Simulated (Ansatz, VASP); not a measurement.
# One calculation of NbP, two programs

```
Nb P
1.0
     3.34705    0.00000    0.00000
     0.00000    3.34705    0.00000
     0.00000    0.00000   11.77080
Nb P
4 4
Direct
  0.50000 0.50000 0.99936
  0.00000 0.50000 0.74936
  0.00000 0.00000 0.49936
  0.50000 0.00000 0.24936
  0.00000 0.00000 0.08327
  0.50000 0.00000 0.83327
  0.50000 0.50000 0.58327
  0.00000 0.50000 0.33327
```

Change from the starting cell: strain along c alone, the other axes held, atoms relaxed: +3.0 %.

Alike in both runs: functional PBE; k mesh 10 × 10 × 4; occupations gaussian, width 0.1 eV; no spin polarisation.

Ansatz relaxed the structure, and its values are those at the end. VASP's run is a single point on that final structure, the one shown.

```csv
,VASP,Ansatz
version,VASP 6.6.1,Ansatz 0.2.0
potentials or method,"VASP PAW PBE potentials, release 64 (Nb_sv, P), cutoff 520 eV","scalar-relativistic, plane waves, PAW"
valence electrons in the cell,72,72
```

```tsv
	VASP	Ansatz	Ansatz less VASP
gap on the k mesh at the Fermi level (eV)	none	none	-
pressure (GPa)	-5.0	-4.7	+0.35
```

A gap of «none» marks a metal or a gap that the smearing closes. Ansatz's warnings: stress scf threshold loose.
